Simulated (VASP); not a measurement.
Runs of VASP 6.6.1 on BN. Symmetry: Fmm2, No. 42, orthorhombic system. Conventional cell: a = 2.503 Å, b = 6.991 Å, c = 4.332 Å, α = 90.00°, β = 90.00°, γ = 90.00°. Within 1.9 Å of B (site symmetry mm2) lie 3 N at 1.44 Å. N (site symmetry mm2) has 3 B at 1.44 Å within 1.9 Å. 

```tsv
k mesh	gap on the mesh (eV)	pressure (GPa)	largest force (eV/Å)
4 × 4 × 4	4.26	0.6	0.01
6 × 6 × 6	3.74	0.7	0.01
12 × 12 × 12	3.74	0.7	0.01
8 × 8 × 8	3.71	0.7	0.01
14 × 14 × 14	(a)	0.7	0.01
```

Alike in all rows: task single point; level PBEsol; potentials or basis VASP PAW PBE potentials, release 64 (B, N); no spin polarisation; cell as given; cutoff (eV) 600; smearing gaussian 0.01 eV.

**Question.** Fill in the values left out.

**Answer.** (a) 3.67.

Caveats: some runs use coarse meshes; the PAW data sets were made with another functional, which shifts forces and pressure a little.

A k mesh can miss the band edges.
